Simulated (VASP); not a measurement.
# BiSbS4 (P-3m1) in VASP: single point with PBE

Aim: the single point of BiSbS4 with PBE.

Program: VASP 6.6.1. These are calculated values, not measurements. Logs are shortened: lines on timing, memory, paths and dates and some standing lists are left out, and cuts for length are marked.

## (1) The cell of the first run

It takes space group P-3m1 (No. 164, trigonal). The conventional cell has a = 3.818 Å, b = 3.818 Å, c = 12.981 Å, α = 90.00°, β = 90.00°, γ = 120.00°. Sb (site symmetry -3m) has 6 S at 2.67 Å within 3.5 Å. Within 3.6 Å of Bi (site symmetry -3m) lie 6 S at 2.75 Å. Within 3.5 Å of S (site symmetry 3m) lie 3 Sb at 2.67 Å. S (site symmetry 3m) has 3 Bi at 2.75 Å within 3.6 Å.

## (2) Single point, PBE

INCAR reads:

```
PREC = Accurate
ENCUT = 500
EDIFF = 1E-6
ISMEAR = 0
SIGMA = 0.2
LREAL = F
LASPH = T
NELM = 120
ALGO = Normal
ISIF = 2
LWAVE = F
LCHARG = F
GGA = PE
NBANDS = 56
GGA_COMPAT = F
```

KPOINTS reads:

```
Automatic mesh
0
Gamma
  6 4 2
```

POSCAR reads:

```
BiSbS4
1.0
    1.9087909322     -3.3061228755      0.0000000000
   -5.7263727964     -3.3061228755      0.0000000000
    0.0000000000      0.0000000000    -12.9805476882
Sb Bi S
2 2 8
Direct
    0.0000000000      0.0000000000      0.5000000000
    0.5000000000      0.5000000000      0.5000000000
    0.0000000000      0.0000000000      0.0000000000
    0.5000000000      0.5000000000      0.0000000000
    0.0000000000      0.6666666667      0.3833294155
    0.5000000000      0.1666666667      0.3833294155
    0.0000000000      0.6666666667      0.8734006150
    0.5000000000      0.1666666667      0.8734006150
    0.5000000000      0.8333333333      0.1265993850
    1.0000000000      0.3333333333      0.1265993850
    0.5000000000      0.8333333333      0.6166705845
    1.0000000000      0.3333333333      0.6166705845
```

Potentials or basis: VASP PAW PBE potentials, release 64 (Sb, Bi_d, S).

On the command line:

```console
$ cat potpaw_PBE.64/Sb/POTCAR potpaw_PBE.64/Bi_d/POTCAR potpaw_PBE.64/S/POTCAR > POTCAR
$ mpirun -np 1 vasp_std > vasp.out
```

OUTCAR:

```text
PREC = Accurate
   ENCUT = 500
   EDIFF = 1E-6
   ISMEAR = 0
   LREAL = F
   LASPH = T
   NELM = 120
   ISIF = 2
   GGA = PE

 ion  position               nearest neighbor table
   1  0.000  0.000  0.500-   5 2.67  12 2.67   6 2.67  11 2.67   6 2.67  11 2.67
   2  0.500  0.500  0.500-   6 2.67  11 2.67   5 2.67  12 2.67   5 2.67  12 2.67
   3  0.000  0.000  0.000-   7 2.75  10 2.75   8 2.75   9 2.75   8 2.75   9 2.75   4 3.82   4 3.82
                             4 3.82   4 3.82
   4  0.500  0.500  0.000-   8 2.75   9 2.75   7 2.75  10 2.75   7 2.75  10 2.75   3 3.82   3 3.82
                             3 3.82   3 3.82
   5  0.000  0.667  0.383-   1 2.67   2 2.67   2 2.67
   6  0.500  0.167  0.383-   2 2.67   1 2.67   1 2.67
   7  0.000  0.667  0.873-   3 2.75   4 2.75   4 2.75
   8  0.500  0.167  0.873-   4 2.75   3 2.75   3 2.75
   9  0.500  0.833  0.127-   4 2.75   3 2.75   3 2.75
  10  0.000  0.333  0.127-   3 2.75   4 2.75   4 2.75
  11  0.500  0.833  0.617-   2 2.67   1 2.67   1 2.67
  12  0.000  0.333  0.617-   1 2.67   2 2.67   2 2.67

  LATTYP: Found a simple orthorhombic cell.
 ALAT       =     3.8175818643
 B/A-ratio  =     1.7320508075
 C/A-ratio  =     3.4002015280

  Lattice vectors:

 A1 = (   1.9087909322,  -3.3061228755,   0.0000000000)
 A2 = (  -5.7263727964,  -3.3061228755,   0.0000000000)
 A3 = (   0.0000000000,   0.0000000000, -12.9805476882)

Analysis of symmetry for initial positions (statically):
=====================================================================
 Subroutine PRICEL returns following result:

  LATTYP: Found a hexagonal cell.
 ALAT       =     3.8175818643
 C/A-ratio  =     3.4002015280

  Lattice vectors:

 A1 = (  -1.9087909322,   3.3061228755,   0.0000000000)
 A2 = (   3.8175818643,   0.0000000000,   0.0000000000)
 A3 = (   0.0000000000,   0.0000000000, -12.9805476882)

   2 primitive cells build up your supercell.

 Routine SETGRP: Setting up the symmetry group for a
 simple orthorhombic supercell.

 Subroutine GETGRP returns: Found  4 space group operations
 (whereof  4 operations were pure point group operations)
 out of a pool of  8 trial point group operations.

The static configuration has the point symmetry C_2h.

Analysis of symmetry for dynamics (positions and initial velocities):
=====================================================================
 Subroutine PRICEL returns following result:

  LATTYP: Found a hexagonal cell.
 ALAT       =     3.8175818643
 C/A-ratio  =     3.4002015280

  Lattice vectors:

 A1 = (  -1.9087909322,   3.3061228755,   0.0000000000)
 A2 = (   3.8175818643,   0.0000000000,   0.0000000000)
 A3 = (   0.0000000000,   0.0000000000, -12.9805476882)

   2 primitive cells build up your supercell.

 Routine SETGRP: Setting up the symmetry group for a
 simple orthorhombic supercell.

 Subroutine GETGRP returns: Found  4 space group operations
 (whereof  4 operations were pure point group operations)
 out of a pool of  8 trial point group operations.

The dynamic configuration has the point symmetry C_2h.

 Subroutine INISYM returns: Found  4 space group operations
 (whereof  4 operations are pure point group operations),
 and found     2 'primitive' translations

----------------------------------------------------------------------------------------

                                     Primitive cell

  volume of cell :     163.8326

  direct lattice vectors                    reciprocal lattice vectors
    -1.908790932  3.306122875  0.000000000     0.000000000  0.302469097  0.000000000
     3.817581864  0.000000000  0.000000000     0.261945922  0.151234548  0.000000000
     0.000000000  0.000000000-12.980547688     0.000000000  0.000000000 -0.077038352

  length of vectors
     3.817581864  3.817581864 12.980547688     0.302469097  0.302469097  0.077038352

  position of ions in fractional coordinates (direct lattice)
     0.000000000  0.000000000  0.500000000
     0.000000000  0.000000000  0.000000000
     0.333333333  0.666666667  0.383329416
     0.333333333  0.666666667  0.873400615
     0.666666667  0.333333333  0.126599385
     0.666666667  0.333333333  0.616670584

  ion indices of the primitive-cell ions
   primitive index   ion index
                 1           1
                 2           3
                 3           5
                 4           7
                 5          10
                 6          12

----------------------------------------------------------------------------------------

 KPOINTS: Automatic mesh

Automatic generation of k-mesh.
 Grid dimensions read from file:
 generate k-points for:    6    4    2

 Generating k-lattice:

  Cartesian coordinates                     Fractional coordinates (reciprocal lattice)
     0.021828827 -0.037808637  0.000000000     0.166666667 -0.000000000  0.000000000
    -0.032743240 -0.018904319  0.000000000     0.000000000  0.250000000  0.000000000
     0.000000000  0.000000000 -0.038519176     0.000000000  0.000000000  0.500000000

  Length of vectors
     0.043657654  0.037808637  0.038519176

  Shift w.r.t. Gamma in fractional coordinates (k-lattice)
     0.000000000  0.000000000  0.000000000

 Subroutine IBZKPT returns following result:
 ===========================================

 Found     24 irreducible k-points:

 Following reciprocal coordinates:
            Coordinates               Weight
  0.000000  0.000000  0.000000      1.000000
  0.166667  0.000000  0.000000      2.000000
  0.333333  0.000000  0.000000      2.000000
  0.500000  0.000000  0.000000      1.000000
  0.000000  0.250000  0.000000      2.000000
  0.166667  0.250000  0.000000      4.000000
[... 16 lines left out ...]
  0.333333  0.500000  0.500000      2.000000
  0.500000  0.500000  0.500000      1.000000
   k-points           NKPTS =     24   k-points in BZ     NKDIM =     24   number of bands    NBANDS=     56
   number of dos      NEDOS =    301   number of ions     NIONS =     12
   total plane-waves  NPLWV = 129024
   dimension x,y,z NGX =    28 NGY =   48 NGZ =   96
   dimension x,y,z NGXF=    56 NGYF=   96 NGZF=  192
   ions per type =               2   2   8
   NGX,Y,Z   is equivalent  to a cutoff of  12.19, 12.07, 12.30 a.u.
   NGXF,Y,Z  is equivalent  to a cutoff of  24.39, 24.14, 24.59 a.u.
 SYSTEM =  unknown system
   PREC   = accura    normal or accurate (medium, high low for compatibility)
   ISTART =      0    job   : 0-new  1-cont  2-samecut
   ICHARG =      2    charge: 1-file 2-atom 10-const
   ISPIN  =      1    spin polarized calculation?
   LNONCOLLINEAR =      F non collinear calculations
   LSORBIT =      F    spin-orbit coupling
   LASPH  =      T    aspherical Exc in radial PAW
   ENCUT  =  500.0 eV  36.75 Ry    6.06 a.u.   6.96 12.06 23.67*2*pi/ulx,y,z
   NELM   =    120;   NELMIN=  2; NELMDL= -5     # of ELM steps
   EDIFF  = 0.1E-05   stopping-criterion for ELM
   LREAL  =      F    real-space projection
   EDIFFG = 0.1E-04   stopping-criterion for IOM
   NSW    =      0    number of steps for IOM
   IBRION =     -1    ionic relax: 0-MD 1-quasi-New 2-CG
   NFREE  =      0    steps in history (QN), initial steepest desc. (CG)
   ISIF   =      2    stress and relaxation
   ISYM   =      2    0-nonsym 1-usesym 2-fastsym
   POTIM  = 0.5000    time-step for ionic-motion
   TEBEG  =    0.0;   TEEND  =   0.0 temperature during run
   PSTRESS=    0.0 pullay stress
   NELECT =      88.0000    total number of electrons
   NUPDOWN=      -1.0000    fix difference up-down
   EMIN   =  10.00;   EMAX   =-10.00  energy-range for DOS
   EFERMI =   0.00;   METHOD = LEGACY
   ISMEAR =     0;   SIGMA  =   0.20  broadening in eV -4-tet -1-fermi 0-gaus
   EFERMI_NEDOS =   21; number of points for ismear=-14 and -15
   IALGO  =     38    algorithm
   IMIX   =      4    mixing-type and parameters
     AMIX     =   0.40;   BMIX     =  1.00
     AMIX_MAG =   1.60;   BMIX_MAG =  1.00
  volume/ion in A,a.u.               =      27.31       184.27
  Fermi-wavevector in a.u.,A,eV,Ry     =   1.056231  1.995987 15.178987  1.115624
  Thomas-Fermi vector in A             =   2.191459
   LORBIT       =      0    0 simple, 1 ext, 2 COOP (PROOUT), +10 PAW based schemes
   GGA     = PE    functional components
   LHFCALC =     F    Hartree Fock is set to
   AEXX    =    0.0000 exact exchange contribution
   IVDW    =     0    specifies the selected vdW correction
   LEPSILON=     F    determine dielectric tensor
   LRPA    =     F    only Hartree local field effects (RPA)
 non-spin polarized calculation
 Gauss-broadening in eV      SIGMA  =   0.20
  energy-cutoff  :      500.00
  volume of cell :      327.67
 maximum number of plane-waves:      8368
 NGX is ok and might be reduce to    28
   NGX = 13   NGY = 25   NGZ = 47

 number of electron      87.9999977 magnetization

 Free energy of the ion-electron system (eV)
  ---------------------------------------------------
  ext. energy  EPLUGINS =         0.00000000
  ---------------------------------------------------
  free energy    TOTEN  =       -49.73727377 eV

  energy without entropy =      -49.56433310  energy(sigma->0) =      -49.65080344

 E-fermi :   3.8105     XC(G=0):  -8.8154

 val. band max:        3.8010558429   @ k =   0.1667   0.2500   0.0000
 cond. band min:       3.8172899195   @ k =   0.5000   0.0000   0.0000
 fundamental gap:      0.0162340766
 Fermi energy:         3.8105160922

 k-point     1 :       0.0000    0.0000    0.0000
  band No.  band energies     occupation
      1     -18.8955      2.00000
      2     -18.8620      2.00000
      3     -18.8620      2.00000
      4     -18.8434      2.00000
      5     -18.8331      2.00000
      6     -18.8167      2.00000
[... 48 lines left out ...]
     55       7.6232      0.00000
     56       7.6484      0.00000

 k-point     2 :       0.1667    0.0000    0.0000
  band No.  band energies     occupation
      1     -18.8795      2.00000
      2     -18.8654      2.00000
      3     -18.8512      2.00000
      4     -18.8370      2.00000
      5     -18.8272      2.00000
      6     -18.8250      2.00000
[... 48 lines left out ...]
     55       7.6816      0.00000
     56       7.8579      0.00000

 k-point     3 :       0.3333    0.0000    0.0000
  band No.  band energies     occupation
      1     -18.8715      2.00000
      2     -18.8512      2.00000
      3     -18.8510      2.00000
      4     -18.8360      2.00000
      5     -18.8267      2.00000
      6     -18.8200      2.00000
[... 1172 lines left out ...]
 k-point    23 :       0.3333    0.5000    0.5000
  band No.  band energies     occupation
      1     -18.8859      2.00000
      2     -18.8859      2.00000
      3     -18.8372      2.00000
      4     -18.8372      2.00000
      5     -18.8198      2.00000
      6     -18.8198      2.00000
[... 48 lines left out ...]
     55       7.9805      0.00000
     56       7.9805      0.00000

 k-point    24 :       0.5000    0.5000    0.5000
  band No.  band energies     occupation
      1     -18.8958      2.00000
      2     -18.8958      2.00000
      3     -18.8429      2.00000
      4     -18.8429      2.00000
      5     -18.8168      2.00000
      6     -18.8168      2.00000
[... 48 lines left out ...]
     55       8.0813      0.00000
     56       8.0815      0.00000

------------------------ aborting loop because EDIFF is reached ----------------------------------------

  FORCE on cell =-STRESS in cart. coord.  units (eV):
  Direction    XX          YY          ZZ          XY          YZ          ZX
  --------------------------------------------------------------------------------------
  -------------------------------------------------------------------------------------
  Total       -0.0309428     -0.4821441     -0.1434321      0.3907518     -0.0490803     -0.0850096
  in kB       -0.1513004     -2.3575293     -0.7013369      1.9106503     -0.2399869     -0.4156695
  external PRESSURE =      -1.0700555 kB  Pullay stress =       0.0000000 kB

 VOLUME and BASIS-vectors are now :
 -----------------------------------------------------------------------------
  energy-cutoff  :      500.00
  volume of cell :      327.67
      direct lattice vectors                 reciprocal lattice vectors
     1.908790932 -3.306122875  0.000000000     0.130972961 -0.226851823  0.000000000
    -5.726372796 -3.306122875  0.000000000    -0.130972961 -0.075617274  0.000000000
     0.000000000  0.000000000-12.980547688     0.000000000  0.000000000 -0.077038352

 POSITION                                       TOTAL-FORCE (eV/Angst)
 -----------------------------------------------------------------------------------
      0.00000      0.00000     -6.49027         0.000000      0.000000      0.000000
     -1.90879     -3.30612     -6.49027        -0.000000      0.000000      0.000000
      0.00000      0.00000      0.00000         0.000000      0.000000      0.000000
     -1.90879     -3.30612      0.00000        -0.000000      0.000000      0.000000
     -3.81758     -2.20408     -4.97583        -0.011560     -0.006674     -0.023774
     -0.00000     -2.20408     -4.97583        -0.011560     -0.006674     -0.023774
     -3.81758     -2.20408    -11.33722        -0.004711     -0.002720     -0.025699
     -0.00000     -2.20408    -11.33722        -0.004711     -0.002720     -0.025699
     -3.81758     -4.40816     -1.64333         0.004711      0.002720      0.025699
     -1.90879     -1.10204     -1.64333         0.004711      0.002720      0.025699
     -3.81758     -4.40816     -8.00472         0.011560      0.006674      0.023774
     -1.90879     -1.10204     -8.00472         0.011560      0.006674      0.023774
 -----------------------------------------------------------------------------------
    total drift:                               -0.000000     -0.000000      0.000000

  FREE ENERGIE OF THE ION-ELECTRON SYSTEM (eV)
  ---------------------------------------------------
  free  energy   TOTEN  =       -49.7372737739 eV

  energy  without entropy=      -49.5643330972  energy(sigma->0) =      -49.65080344
```

Run time: 10 min. Hardware: 1 thread of Oxide Virtual Turin-like, shared host; peak memory 0.53 GiB.

Results:

```
Free energy            : -49.7373 eV
Pressure               : -0.1 GPa
Largest force          : 0.027 eV/Å
Band gap on the k mesh : zero (bands 44 and 45 overlap by 0.97 eV)
```

Forces on the atoms (eV/Å):
```
Sb   0.000  0.000  0.000
Sb   0.000  0.000  0.000
Bi   0.000  0.000  0.000
Bi   0.000  0.000  0.000
S   -0.012 -0.007 -0.024
S   -0.012 -0.007 -0.024
S   -0.005 -0.003 -0.026
S   -0.005 -0.003 -0.026
S    0.005  0.003  0.026
S    0.005  0.003  0.026
S    0.012  0.007  0.024
S    0.012  0.007  0.024
```

Caveat: spin-orbit coupling is left out, which moves the levels of the heavy elements; this functional lacks dispersion, which binds layers or chains, so the pressure and a relaxed spacing across them are unreliable.
